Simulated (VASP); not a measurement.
# Ge (Cmmm) in VASP: a series of runs, part 2 of 2

VASP 6.6.1. The steps go on from the part before.

## Step 3: Single point, PBEsol

This run uses another cell than the first one, of 19.08 Å³/atom.

INCAR reads:

```
ALGO = Normal ; EDIFF = 1E-6
ENCUT = 520 ; GGA = PS
ISIF = 2 ; ISMEAR = -1
LASPH = True ; LCHARG = False
LREAL = False ; LWAVE = False
NBANDS = 13 ; NELM = 100
PREC = Accurate ; SIGMA = 0.1
```

KPOINTS reads:

```
k-points
0
Gamma
  12 12 11
```

POSCAR reads:

```
Ge
1.0
    1.3846178407     -2.5771917301      0.0000000000
    1.3846178407      2.5771917301      0.0000000000
    0.0000000000      0.0000000000      2.6740303152
Ge
1
Direct
    0.5000000000      0.5000000000      0.0000000000
```

Potentials or basis: VASP PAW PBE potentials, release 64 (Ge_d).

Launch:

```
> cat potpaw_PBE.64/Ge_d/POTCAR > POTCAR
> mpirun -np 1 vasp_std > vasp.out
```

OUTCAR:

```text
EDIFF = 1E-6
   ENCUT = 520
   GGA = PS
   ISIF = 2
   ISMEAR = -1
   LASPH = True
   LREAL = False
   NELM = 100
   PREC = Accurate

 ion  position               nearest neighbor table
   1  0.500  0.500  0.000-

  LATTYP: Found a base centered orthorhombic cell.
 ALAT       =     2.7692356814
 B/A-ratio  =     1.8613018368
 C/A-ratio  =     0.9656203454

  Lattice vectors:

 A1 = (   1.3846178407,  -2.5771917301,   0.0000000000)
 A2 = (   1.3846178407,   2.5771917301,   0.0000000000)
 A3 = (   0.0000000000,   0.0000000000,   2.6740303152)

Analysis of symmetry for initial positions (statically):
=====================================================================
 Subroutine PRICEL returns:
 Original cell was already a primitive cell.

 Routine SETGRP: Setting up the symmetry group for a
 base centered orthorhombic supercell.

 Subroutine GETGRP returns: Found  8 space group operations
 (whereof  8 operations were pure point group operations)
 out of a pool of  8 trial point group operations.

The static configuration has the point symmetry D_2h.

Analysis of symmetry for dynamics (positions and initial velocities):
=====================================================================
 Subroutine PRICEL returns:
 Original cell was already a primitive cell.

 Routine SETGRP: Setting up the symmetry group for a
 base centered orthorhombic supercell.

 Subroutine GETGRP returns: Found  8 space group operations
 (whereof  8 operations were pure point group operations)
 out of a pool of  8 trial point group operations.

The dynamic configuration has the point symmetry D_2h.

 Subroutine INISYM returns: Found  8 space group operations
 (whereof  8 operations are pure point group operations),
 and found     1 'primitive' translations

----------------------------------------------------------------------------------------

                                     Primitive cell

  volume of cell :      19.0842

  direct lattice vectors                    reciprocal lattice vectors
     1.384617841 -2.577191730  0.000000000     0.361110471 -0.194009625  0.000000000
     1.384617841  2.577191730  0.000000000     0.361110471  0.194009625  0.000000000
     0.000000000  0.000000000  2.674030315     0.000000000  0.000000000  0.373967338

  length of vectors
     2.925591184  2.925591184  2.674030315     0.409927440  0.409927440  0.373967338

  position of ions in fractional coordinates (direct lattice)
     0.500000000  0.500000000  0.000000000

  ion indices of the primitive-cell ions
   primitive index   ion index
                 1           1

----------------------------------------------------------------------------------------

 KPOINTS: k-points

Automatic generation of k-mesh.
 Grid dimensions read from file:
 generate k-points for:   12   12   11

 Generating k-lattice:

  Cartesian coordinates                     Fractional coordinates (reciprocal lattice)
     0.030092539 -0.016167469  0.000000000     0.083333333  0.000000000  0.000000000
     0.030092539  0.016167469  0.000000000     0.000000000  0.083333333  0.000000000
     0.000000000  0.000000000  0.033997031     0.000000000  0.000000000  0.090909091

  Length of vectors
     0.034160620  0.034160620  0.033997031

  Shift w.r.t. Gamma in fractional coordinates (k-lattice)
     0.000000000  0.000000000  0.000000000

 Subroutine IBZKPT returns following result:
 ===========================================

 Found    258 irreducible k-points:

 Following reciprocal coordinates:
            Coordinates               Weight
  0.000000  0.000000  0.000000      1.000000
  0.083333  0.000000  0.000000      4.000000
  0.166667  0.000000  0.000000      4.000000
  0.250000  0.000000  0.000000      4.000000
  0.333333  0.000000  0.000000      4.000000
  0.416667  0.000000  0.000000      4.000000
[... 16 lines left out ...]
  0.500000  0.166667  0.000000      4.000000
 -0.416667  0.166667  0.000000      4.000000
 [... further k-points ...]
   k-points           NKPTS =    258   k-points in BZ     NKDIM =    258   number of bands    NBANDS=     13
   number of dos      NEDOS =    301   number of ions     NIONS =      1
   total plane-waves  NPLWV =  11520
   dimension x,y,z NGX =    24 NGY =   24 NGZ =   20
   dimension x,y,z NGXF=    48 NGYF=   48 NGZF=   40
   ions per type =               1
   NGX,Y,Z   is equivalent  to a cutoff of  13.64, 13.64, 12.43 a.u.
   NGXF,Y,Z  is equivalent  to a cutoff of  27.28, 27.28, 24.87 a.u.
 SYSTEM =  unknown system
   PREC   = accura    normal or accurate (medium, high low for compatibility)
   ISTART =      0    job   : 0-new  1-cont  2-samecut
   ICHARG =      2    charge: 1-file 2-atom 10-const
   ISPIN  =      1    spin polarized calculation?
   LNONCOLLINEAR =      F non collinear calculations
   LSORBIT =      F    spin-orbit coupling
   LASPH  =      T    aspherical Exc in radial PAW
   ENCUT  =  520.0 eV  38.22 Ry    6.18 a.u.   5.44  5.44  4.97*2*pi/ulx,y,z
   NELM   =    100;   NELMIN=  2; NELMDL= -5     # of ELM steps
   EDIFF  = 0.1E-05   stopping-criterion for ELM
   LREAL  =      F    real-space projection
   EDIFFG = 0.1E-04   stopping-criterion for IOM
   NSW    =      0    number of steps for IOM
   IBRION =     -1    ionic relax: 0-MD 1-quasi-New 2-CG
   NFREE  =      0    steps in history (QN), initial steepest desc. (CG)
   ISIF   =      2    stress and relaxation
   ISYM   =      2    0-nonsym 1-usesym 2-fastsym
   POTIM  = 0.5000    time-step for ionic-motion
   TEBEG  =    0.0;   TEEND  =   0.0 temperature during run
   PSTRESS=    0.0 pullay stress
   NELECT =      14.0000    total number of electrons
   NUPDOWN=      -1.0000    fix difference up-down
   EMIN   =  10.00;   EMAX   =-10.00  energy-range for DOS
   EFERMI =   0.00;   METHOD = LEGACY
   ISMEAR =    -1;   SIGMA  =   0.10  broadening in eV -4-tet -1-fermi 0-gaus
   EFERMI_NEDOS =   21; number of points for ismear=-14 and -15
   IALGO  =     38    algorithm
   IMIX   =      4    mixing-type and parameters
     AMIX     =   0.40;   BMIX     =  1.00
     AMIX_MAG =   1.60;   BMIX_MAG =  1.00
  volume/ion in A,a.u.               =      19.08       128.79
  Fermi-wavevector in a.u.,A,eV,Ry     =   1.476476  2.790136 29.660465  2.179983
  Thomas-Fermi vector in A             =   2.590998
   LORBIT       =      0    0 simple, 1 ext, 2 COOP (PROOUT), +10 PAW based schemes
   GGA     = PS    functional components
   LHFCALC =     F    Hartree Fock is set to
   AEXX    =    0.0000 exact exchange contribution
   IVDW    =     0    specifies the selected vdW correction
   LEPSILON=     F    determine dielectric tensor
   LRPA    =     F    only Hartree local field effects (RPA)
 non-spin polarized calculation
  energy-cutoff  :      520.00
  volume of cell :       19.08
 maximum number of plane-waves:       528
 NGX is ok and might be reduce to    24
   NGX = 11   NGY = 11   NGZ =  9

 number of electron      13.9999991 magnetization

 Free energy of the ion-electron system (eV)
  ---------------------------------------------------
  ext. energy  EPLUGINS =         0.00000000
  ---------------------------------------------------
  free energy    TOTEN  =        -4.74657464 eV

  energy without entropy =       -4.73161075  energy(sigma->0) =       -4.73909270

 E-fermi :   6.3880     XC(G=0): -11.3227

 val. band max:        6.3851765475   @ k =  -0.2500   0.2500   0.0000
 cond. band min:       6.3916275757   @ k =   0.5000   0.4167   0.3636
 fundamental gap:      0.0064510282
 Fermi energy:         6.3879840050

 k-point     1 :       0.0000    0.0000    0.0000
  band No.  band energies     occupation
      1     -18.3257      2.00000
      2     -18.2555      2.00000
      3     -18.2004      2.00000
      4     -18.0920      2.00000
      5     -18.0729      2.00000
      6      -6.7318      2.00000
      7      13.1578      0.00000
      8      13.6796      0.00000
      9      15.2301      0.00000
     10      16.6516      0.00000
     11      19.0188      0.00000
     12      21.5370      0.00000
     13      21.5478      0.00000
[... 353 lines left out ...]
 k-point    24 :      -0.4167    0.1667    0.0000
  band No.  band energies     occupation
      1     -18.2768      2.00000
      2     -18.2241      2.00000
      3     -18.1440      2.00000
      4     -18.1202      2.00000
      5     -18.0984      2.00000
      6      -3.7059      2.00000
      7       5.1073      1.99999
      8       7.0240      0.00345
      9      15.8612      0.00000
     10      19.2403      0.00000
     11      20.4654      0.00000
     12      25.5794      0.00000
     13      26.3929      0.00000

 [... further k-points ...]

------------------------ aborting loop because EDIFF is reached ----------------------------------------

  FORCE on cell =-STRESS in cart. coord.  units (eV):
  Direction    XX          YY          ZZ          XY          YZ          ZX
  --------------------------------------------------------------------------------------
  -------------------------------------------------------------------------------------
  Total       -0.1692207     -0.6131214     -0.1516331      0.0000000      0.0000000      0.0000000
  in kB      -14.2066346    -51.4735478    -12.7300954      0.0000000      0.0000000      0.0000000
  external PRESSURE =     -26.1367592 kB  Pullay stress =       0.0000000 kB

 VOLUME and BASIS-vectors are now :
 -----------------------------------------------------------------------------
  energy-cutoff  :      520.00
  volume of cell :       19.08
      direct lattice vectors                 reciprocal lattice vectors
     1.384617841 -2.577191730  0.000000000     0.361110471 -0.194009625  0.000000000
     1.384617841  2.577191730  0.000000000     0.361110471  0.194009625  0.000000000
     0.000000000  0.000000000  2.674030315     0.000000000  0.000000000  0.373967338

 POSITION                                       TOTAL-FORCE (eV/Angst)
 -----------------------------------------------------------------------------------
      1.38462      0.00000      0.00000         0.000000      0.000000      0.000000
 -----------------------------------------------------------------------------------
    total drift:                               -0.000000     -0.000000     -0.000000

  FREE ENERGIE OF THE ION-ELECTRON SYSTEM (eV)
  ---------------------------------------------------
  free  energy   TOTEN  =        -4.7465746445 eV

  energy  without entropy=       -4.7316107459  energy(sigma->0) =       -4.73909270
```

stdout:

```text
POSCAR found type information on POSCAR Ge
 POSCAR found :  1 types and       1 ions
 scaLAPACK will be used
 -----------------------------------------------------------------------------
|                                                                             |
|                                                                             |
|     You enforced a specific xc type in the INCAR file but a different       |
|     I HOPE YOU KNOW WHAT YOU ARE DOING!                                     |
|                                                                             |
 -----------------------------------------------------------------------------

 LDA part: xc-table for (Slater+PW92), standard interpolation
 POSCAR, INCAR and KPOINTS ok, starting setup
 FFT: planning ... GRIDC
 FFT: planning ... GRID_SOFT
 FFT: planning ... GRID
 WAVECAR not read
 entering main loop
```

Run time: 72 s. Hardware: 1 thread of AMD EPYC 7R13, shared host; peak memory 0.14 GiB.

Results:

* Free energy: -4.7466 eV
* Pressure: -2.6 GPa
* Band gap on the k mesh: zero (bands 7 and 8 overlap by 10.10 eV)

Levels at points of the mesh, in eV from the Fermi level:
```tsv
k point	band 3	band 4	band 5	band 6	band 7	band 8	band 9	band 10	band 11	band 12
(0.00, 0.00, 0.00)	-24.59	-24.48	-24.46	-13.12	6.77	7.29	8.84	10.26	12.63	15.15
(0.50, 0.00, 0.00)	-24.52	-24.49	-24.48	-7.88	-5.49	3.48	7.51	10.79	16.57	16.84
(0.50, 0.50, 0.00)	-24.52	-24.49	-24.47	-8.77	-5.71	5.30	9.22	10.10	16.05	16.27
```

Caveat: the PAW data sets were made with another functional, which shifts forces and pressure a little.

## Step 4: Single point, PBEsol

This run uses another cell than the first one, of 19.61 Å³/atom.

INCAR reads:

```
ALGO     = Normal         # electronic algorithm
EDIFF    = 1E-6           # SCF threshold, eV
ENCUT    = 520            # plane-wave cutoff, eV
GGA      = PS             # functional
ISIF     = 2              # what is computed and relaxed
ISMEAR   = -1             # smearing method
LASPH    = True           # aspherical terms in the spheres
LCHARG   = False          # write CHGCAR
LREAL    = False          # projectors in reciprocal space
LWAVE    = False          # write WAVECAR
NBANDS   = 13             # bands
NELM     = 60             # most SCF steps
PREC     = Accurate       # precision mode
SIGMA    = 0.1            # smearing width, eV
```

KPOINTS is that of step 3.

POSCAR reads:

```
Ge
1.0
    1.3971490000     -2.6005160000      0.0000000000
    1.3971490000      2.6005160000      0.0000000000
    0.0000000000      0.0000000000      2.6982310000
Ge
1
Direct
    0.5000000000      0.5000000000      0.0000000000
```

Launch:

```
> cat potpaw_PBE.64/Ge_d/POTCAR > POTCAR
> mpirun -np 1 vasp_std > vasp.out
```

It took 79 s on 1 thread of AMD EPYC 7R13, shared host; peak memory 0.15 GiB.

It converged, with:

* Free energy: -4.7359 eV
* Pressure: -4.3 GPa
* Band gap on the k mesh: zero (bands 7 and 8 overlap by 9.84 eV)

Stress tensor (GPa, compression positive):
```
-3.31  0.00  0.00
 0.00 -6.59  0.00
 0.00  0.00 -2.94
```

Levels at points of the mesh, in eV from the Fermi level:
```csv
k point,band 5,band 6,band 7,band 8,band 9,band 10
"(0.00, 0.00, 0.00)",-24.45,-12.89,6.63,7.10,8.61,10.15
"(0.50, 0.00, 0.00)",-24.48,-7.83,-5.32,3.41,7.43,10.49
"(0.50, 0.50, 0.00)",-24.46,-8.69,-5.54,5.19,9.12,9.83
```

Caveat: the cell stands under tension; the PAW data sets were made with another functional, which shifts forces and pressure a little.

## Step 5: Summary

```csv
cell,gap on the mesh (eV),pressure (GPa)
"a = 2.899, b = 2.899, c = 2.649 Å, angles 90.0, 90.0, 123.5°, 1 atom",none,-0.7
"a = 2.926, b = 2.926, c = 2.674 Å, angles 90.0, 90.0, 123.5°, 1 atom",none,-2.6
"a = 2.952, b = 2.952, c = 2.698 Å, angles 90.0, 90.0, 123.5°, 1 atom",none,-4.3
```

Alike in all rows: task single point; level PBEsol; potentials or basis VASP PAW PBE potentials, release 64 (Ge_d); no spin polarisation; k mesh 12 × 12 × 11; cutoff (eV) 520; smearing fermi-dirac 0.1 eV.

Caveats: the PAW data sets were made with another functional, which shifts forces and pressure a little; the cell stands under tension (at least some runs).

Absolute energies hang on the potentials; compare differences alone.
